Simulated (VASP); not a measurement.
The system is HfNb3O3.

```
CELL_PARAMETERS angstrom
4.55000 0.00000 0.00000
0.00000 4.55000 0.00000
0.00000 0.00000 4.40000
ATOMIC_POSITIONS crystal
Hf 0.00000 0.00000 0.00000
Nb 0.50000 0.00000 0.50000
Nb 0.50000 0.50000 0.00000
Nb 0.00000 0.50000 0.50000
O 0.50000 0.00000 0.00000
O 0.50000 0.50000 0.50000
O 0.00000 0.50000 0.00000
```

This cell differs from its parent crystal: atoms taken out.

- Program: VASP 6.6.1
- Task: relaxation of cell and atoms
- Functional: PBE
- Potentials or basis: VASP PAW PBE potentials, release 64 (Hf_pv, Nb_sv, O)
- Cutoff: 600 eV
- k mesh: 4 × 4 × 4
- Occupations: gaussian, width 0.2 eV
- Spin: no spin polarisation

At the start: pressure -8.5 GPa; volume 13.01 Å³/atom.

**Question.** Where does the relaxation end?

**Answer.** Over 5 steps the energy falls by 29.6 meV/atom and the volume is 12.45 Å³/atom (-4.4 %); space group P4/mmm (No. 123, to 0.1 Å) before and after.

The path:
| step | energy change (eV) | largest force (eV/Å) | pressure (GPa) | volume (Å³) |
| --- | --- | --- | --- | --- |
| 1 | 0.0000 | 0.0000 | -8.49 | 91.09 |
| 2 | 0.0181 | 0.0000 | 15.00 | 82.23 |
| 3 | -0.1893 | 0.0000 | 1.59 | 86.54 |
| 4 | -0.2039 | 0.0000 | -0.49 | 87.38 |
| 5 | -0.2071 | 0.0000 | 0.08 | 87.12 |

Final structure:
```cif
data_structure
_symmetry_space_group_name_H-M 'P 1'
_symmetry_Int_Tables_number 1
_cell_length_a 4.4245
_cell_length_b 4.4245
_cell_length_c 4.4502
_cell_angle_alpha 90.000
_cell_angle_beta 90.000
_cell_angle_gamma 90.000
_cell_volume 87.12
loop_
_atom_site_label
_atom_site_type_symbol
_atom_site_fract_x
_atom_site_fract_y
_atom_site_fract_z
_atom_site_occupancy
Hf1 Hf 0.00000 0.00000 0.00000 1
Nb1 Nb 0.50000 0.00000 0.50000 1
Nb2 Nb 0.50000 0.50000 0.00000 1
Nb3 Nb 0.00000 0.50000 0.50000 1
O1 O 0.50000 0.00000 0.00000 1
O2 O 0.50000 0.50000 0.50000 1
O3 O 0.00000 0.50000 0.00000 1
```

Caveat: the cell differs from its parent crystal (atoms taken out); an odd number of electrons without spin polarisation forces a metal; a magnetic or distorted state may lie lower.
